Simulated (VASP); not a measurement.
Set up this calculation in VASP 6.6.1, as the native input.

| Property | Result |
| --- | --- |
| Task | single point |
| Functional | PBE |
| Potentials or basis | VASP PAW PBE potentials, release 64 (Sn_d, O) |
| Cutoff | 520 eV |
| k mesh | 6 × 6 × 10 |
| Occupations | gaussian, width 0.05 eV |
| Spin | no spin polarisation |
| Dipole correction | no |
| Further INCAR settings | ALGO = Normal; EDIFF = 1e-07; NBANDS = 35 |

The structure of SnO2 lies in POSCAR:

```
SnO2
1.0
    4.8275742947      0.0724136144      0.0000000000
    0.0724136144      4.8275742947      0.0000000000
    0.0000000000      0.0000000000      3.2381011166
Sn O
2 4
Direct
    0.0000000000      0.0000000000      0.0000000000
    0.5000000000      0.5000000000      0.5000000000
    0.3065775573      0.3065775573      0.0000000000
    0.8065775573      0.1934224427      0.5000000000
    0.1934224427      0.8065775573      0.5000000000
    0.6934224427      0.6934224427      0.0000000000
```

The input as run:

INCAR

```
SYSTEM = SnO2
PREC = Accurate
ENCUT = 520
EDIFF = 1E-7
ISMEAR = 0
SIGMA = 0.05
LREAL = .False.
LASPH = .True.
NELM = 80
ALGO = Normal
ISIF = 2
LWAVE = .False.
LCHARG = .True.
GGA = PE
LELF = .True.
LVHAR = .True.
NBANDS = 35
```

KPOINTS

```
Automatic mesh
0
Gamma
  6 6 10
  0 0 0
```

Potentials or basis: VASP PAW PBE potentials, release 64 (Sn_d, O).

Run with:

```sh
$ cat potpaw_PBE.64/Sn_d/POTCAR potpaw_PBE.64/O/POTCAR > POTCAR
$ mpirun -np 1 vasp_std > vasp.out
```

Results of the run:

| Quantity | Value |
| --- | --- |
| Pressure | 0.8 GPa |
| Largest force | 0.067 eV/Å |
| Band gap on the k mesh | 0.67 eV |

Caveat: spin-orbit coupling is left out, which moves the levels of the heavy elements.

Run time: 2.4 min on 1 thread of Intel(R) Xeon(R) 6975P-C (Granite Rapids) (shared host), peak memory 0.28 GiB.
